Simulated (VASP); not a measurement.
Write the native input for VASP 6.6.1 that does the following.

| Item | Value |
| --- | --- |
| Task | single point |
| Functional | PBE |
| Potentials or basis | VASP PAW PBE potentials, release 64 (Li_sv, F) |
| Cutoff | 520 eV |
| k mesh | 10 × 10 × 10 |
| Occupations | fermi-dirac, width 0.03 eV |
| Spin | no spin polarisation |
| Dipole correction | no |
| Further INCAR settings | ALGO = Normal; EDIFF = 1e-07; NBANDS = 12 |

The structure of LiF lies in POSCAR:

```
LiF
1.0
    0.0000000000      2.0206910790      2.0206910790
    2.0206910790      0.0000000000      2.0206910790
    2.0206910790      2.0206910790      0.0000000000
Li F
1 1
Direct
    0.0000000000      0.0000000000      0.0000000000
    0.5000000000      0.5000000000      0.5000000000
```

This cell differs from its parent crystal: volume scaled by 1.01.

These files were run (other wordings do the same):

INCAR

```
SYSTEM = LiF
ALGO = Normal
EDIFF = 1E-7
ENCUT = 520
GGA = PE
ISIF = 2
ISMEAR = -1
LASPH = .TRUE.
LCHARG = .FALSE.
LREAL = .FALSE.
LWAVE = .FALSE.
NBANDS = 12
NELM = 100
PREC = Accurate
SIGMA = 0.03
```

KPOINTS

```
k-points
0
G
  10 10 10
  0 0 0
```

Potentials or basis: VASP PAW PBE potentials, release 64 (Li_sv, F).

The run is started by

```sh
$ cat potpaw_PBE.64/Li_sv/POTCAR potpaw_PBE.64/F/POTCAR > POTCAR
$ mpirun -np 1 vasp_std > vasp.out
```

Results of the run:

| Item | Value |
| --- | --- |
| Band gap on the k mesh | 9.00 eV, direct |

It took 6.5 s on 1 thread of AMD EPYC 9R45 96-Core Processor (Zen 5), on a shared host, peak memory 0.1 GiB.
